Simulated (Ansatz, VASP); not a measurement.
# Two plane-wave programs on Ca3H2Pt

```
Ca H Pt
1.0
     2.70787    1.56339    4.26379
    -2.70787    1.56339    4.26379
     0.00000   -3.12678    4.26379
Ca H Pt
3 2 1
Cartesian
  -1.3539 0.7817 2.1319
  1.3539 0.7817 2.1319
  0.0000 -1.5634 2.1319
  0.0000 0.0000 8.0038
  0.0000 0.0000 4.7876
  0.0000 0.0000 0.0000
```

Change from the starting cell: species swapped into the Tb2Al3Fe type (R-3m, No. 166).

Alike in both runs: task single point; functional PBE; k mesh 6 × 6 × 6; occupations gaussian, width 0.1 eV; no spin polarisation.

|  | VASP | Ansatz |
| --- | --- | --- |
| version | VASP 6.6.1 | Ansatz 0.2.0 |
| potentials or method | VASP PAW PBE potentials, release 64 (Ca_sv, H, Pt), cutoff 520 eV | scalar-relativistic, plane waves, PAW |
| valence electrons in the cell | 42 | 50 |

|  | VASP | Ansatz | Ansatz less VASP |
| --- | --- | --- | --- |
| gap on the k mesh at the Fermi level (eV) | none | none | - |
| pressure (GPa) | 16.3 | 16.0 | -0.30 |
| traceless stress, the component that is largest in VASP (GPa) | -14.00 | -14.00 | -0.001 |
| rms of the force components (eV/Å) | 0.087 | 0.087 | 0.0000 |

Atom by atom the forces differ by 0.000 eV/Å (rms over components). A gap of «none» marks a metal or a gap that the smearing closes. VASP's potentials hold 42 valence electrons a cell and Ansatz's 50, so a difference there can come from the potentials and not from the codes.

Spin-orbit coupling is off throughout.
